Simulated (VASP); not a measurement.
As: single point with r2SCAN

Crystal: As.

```
As
1.0
     1.79508    1.03639    5.05426
    -1.79508    1.03639    5.05426
     0.00000   -2.07278    5.05426
As
2
Cartesian
  0.0000 0.0000 11.9534
  0.0000 0.0000 3.2094
```

```
Program                : VASP 6.6.1
Task                   : single point
Functional             : r2SCAN
Potentials or basis    : VASP PAW PBE potentials, release 64 (As)
Cutoff                 : 520 eV
k mesh                 : 4 × 4 × 4
Occupations            : fermi-dirac, width 0.1 eV
Spin                   : no spin polarisation
Dipole correction      : no
Further INCAR settings : ALGO = Normal; EDIFF = 1e-06; NBANDS = 12
```

```
Pressure               : 0.8 GPa
Largest force          : 0.018 eV/Å
Band gap on the k mesh : 0.95 eV (least direct gap 1.15 eV)
```

Forces on the atoms (eV/Å):
```
As   0.000  0.000  0.018
As   0.000  0.000 -0.018
```

Stress tensor (GPa, compression positive):
```
 1.49  0.00  0.00
 0.00  1.49  0.00
 0.00  0.00 -0.55
```

Levels at points of the mesh, in eV from the valence-band top:
```
           k point  band 2  band 3  band 4  band 5  band 6  band 7  band 8  band 9
(0.00, 0.00, 0.00)   -7.84   -2.39   -1.04   -1.04    1.87    2.90    2.90    8.50
(0.50, 0.00, 0.00)  -10.47   -4.26   -2.97   -2.02    0.95    1.70    3.71    6.00
(0.50, 0.50, 0.00)  -10.35   -4.61   -3.05   -2.94    1.67    3.76    4.29    6.37
(0.50, 0.50, 0.50)   -8.58   -1.02   -1.02    0.00    1.15    2.74    2.74    6.67
```

Wall time 89 s on 1 thread of Intel Xeon 8259CL, with other jobs on the host, peak memory 0.26 GiB.

Caveat: the k points lie up to 0.52 Å⁻¹ apart; the PAW data sets were made with another functional, which shifts forces and pressure a little. A k mesh can miss the band edges.
